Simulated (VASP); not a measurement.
A run of VASP 6.6.1:

The input INCAR:

```
SYSTEM = InAs
ALGO = Normal
EDIFF = 1E-7
ENCUT = 520
GGA = PE
ISIF = 2
ISMEAR = 0
LASPH = .True.
LCHARG = .False.
LREAL = .False.
LWAVE = .False.
NBANDS = 16
NELM = 100
PREC = Accurate
SIGMA = 0.15
```

File KPOINTS:

```
k-points
0
Gamma
  14 14 14
  0 0 0
```

POSCAR

```
InAs
1.0
    0.0000000000      2.9030400000      2.7820800000
    2.9030400000      0.0000000000      2.7820800000
    2.9030400000      2.9030400000      0.0000000000
In As
1 1
Direct
    0.0000000000      0.0000000000      0.0000000000
    0.7500000000      0.7500000000      0.7500000000
```

Potentials or basis: VASP PAW PBE potentials, release 64 (In_d, As).

The run is started by

```sh
$ cat potpaw_PBE.64/In_d/POTCAR potpaw_PBE.64/As/POTCAR > POTCAR
$ mpirun -np 1 vasp_std > vasp.out
```

Hardware: 1 thread of Intel(R) Xeon(R) 6975P-C (Granite Rapids), with other jobs on the host.

**Question.** Estimate the wall time of this run.

**Answer.** Wall time 2 min on 1 thread of Intel(R) Xeon(R) 6975P-C (Granite Rapids), on a shared host, peak memory 0.32 GiB. Counts: scf iterations 16, k points 244.
